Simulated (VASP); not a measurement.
Wanted: the native input for a VASP 6.6.1 run.

* Task: single point
* Functional: LDA
* Potentials or basis: VASP PAW LDA potentials, release 64 (Rb_sv, Ba_sv)
* Cutoff: 520 eV
* k mesh: 7 × 7 × 7
* Occupations: fermi-dirac, width 0.1 eV
* Spin: no spin polarisation
* Dipole correction: no
* Further INCAR settings: ALGO = Normal; EDIFF = 1e-06; NBANDS = 28

The structure of RbBa3 lies in POSCAR:

```
RbBa3
1.0
    0.0000000000      4.8939802648      4.8939802648
    4.8939802648      0.0000000000      4.8939802648
    4.8939802648      4.8939802648      0.0000000000
Rb Ba
1 3
Direct
    0.0000000000      0.0000000000      0.0000000000
    0.2500000000      0.2500000000      0.2500000000
    0.7500000000      0.7500000000      0.7500000000
    0.5000000000      0.5000000000      0.5000000000
```

The input as run:

INCAR

```
SYSTEM = RbBa3
PREC = Accurate ; ENCUT = 520
EDIFF = 1E-6 ; ISMEAR = -1
SIGMA = 0.1 ; LREAL = .FALSE.
LASPH = .TRUE. ; NELM = 80
ALGO = Normal ; ISIF = 2
LWAVE = .FALSE. ; LCHARG = .FALSE.
GGA = CA ; NBANDS = 28
```

KPOINTS

```
Automatic mesh
0
G
  7 7 7
  0 0 0
```

Potentials or basis: VASP PAW LDA potentials, release 64 (Rb_sv, Ba_sv).

Run with:

```bash
$ cat potpaw_LDA.64/Rb_sv/POTCAR potpaw_LDA.64/Ba_sv/POTCAR > POTCAR
$ mpirun -np 1 vasp_std > vasp.out
```

It gave:

```
Pressure               : 0.0 GPa
Band gap on the k mesh : zero (an odd number of electrons rules out a gap without spin polarisation)
```

Caveat: spin-orbit coupling is left out, which moves the levels of the heavy elements.

Wall time 2.9 min on 1 thread of Oxide Virtual Turin-like Processor (shared host), peak memory 0.32 GiB.
